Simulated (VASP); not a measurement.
Runs of VASP 6.6.1 on Ir2Rh. The structure is that of space group P-3m1 (No. 164), or close to it. The cells are those of the table. 

```csv
task,cell,cutoff (eV),gap on the mesh (eV),pressure (GPa),largest force (eV/Å)
single point,"a = 2.753, b = 2.753, c = 6.749 Å, angles 90.0, 90.0, 120.0°, 3 atoms",520,none,-8.4,0.03
single point,"a = 2.672, b = 2.672, c = 6.542 Å, angles 90.0, 90.0, 120.0°, 3 atoms",520,none,23.6,0.04
single point,"a = 2.699, b = 2.699, c = 6.612 Å, angles 90.0, 90.0, 120.0°, 3 atoms",520,none,(a),0.04
relaxation of shape and atoms at fixed volume,"relaxed from a = 2.699, b = 2.699, c = 6.613 Å, angles 90.0, 90.0, 120.0°, 3 atoms",600,-,10.8,-
single point,"a = 2.643, b = 2.643, c = 6.470 Å, angles 90.0, 90.0, 120.0°, 3 atoms",520,none,38.8,0.05
```

Alike in all rows: level PBE; potentials or basis VASP PAW PBE potentials, release 64 (Ir, Rh_pv); no spin polarisation; k mesh 18 × 18 × 8; smearing gaussian 0.1 eV.

**Question.** Estimate the missing entries.

**Answer.** (a) 10.9.

Caveats: spin-orbit coupling is left out, which moves the levels of the heavy elements; the cell stands under pressure (at least some runs); the cell stands under tension (at least some runs); the highest band is partly filled, so the run has too few bands (at least some runs).

A k mesh can miss the band edges, and the runs leave out spin-orbit coupling on Ir, Rh.

A gap of «none» marks levels without a gap at the run's occupations.
